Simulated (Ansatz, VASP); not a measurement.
## K: VASP and Ansatz over several settings

```xyz
1
Lattice="-2.6976 2.6976 2.6976 2.6976 -2.6976 2.6976 2.6976 2.6976 -2.6976" Properties=species:S:1:pos:R:3 pbc="T T T"
K     0.0000    0.0000    0.0000
```

Single points on this cell with VASP 6.6.1 and Ansatz 0.2.0. Each row is one pair of runs. Alike in all rows: spin: off; k mesh: 7 × 7 × 7; smearing: fermi-dirac, width 0.05 eV; VASP's potentials, cutoff: VASP PAW PBE potentials, release 64 (K_sv), 520 eV.

| level | Ansatz's potentials, cutoff | gap on the k mesh at the Fermi level (eV), VASP | gap on the k mesh at the Fermi level (eV), Ansatz | pressure (GPa), VASP | pressure (GPa), Ansatz |
| --- | --- | --- | --- | --- | --- |
| PBEsol | Ansatz PAW, 420 eV | none | none | -0.3 | -0.3 |
| PBEsol | JTH PAW, 690 eV | none | none | -0.3 | -0.3 |
| r2SCAN | Ansatz PAW, 500 eV | none | none | -0.1 | -0.1 |

Pressure (GPa): the two programs differ by at most 0.03.

A gap of «none» marks a metal or a gap that the smearing closes.
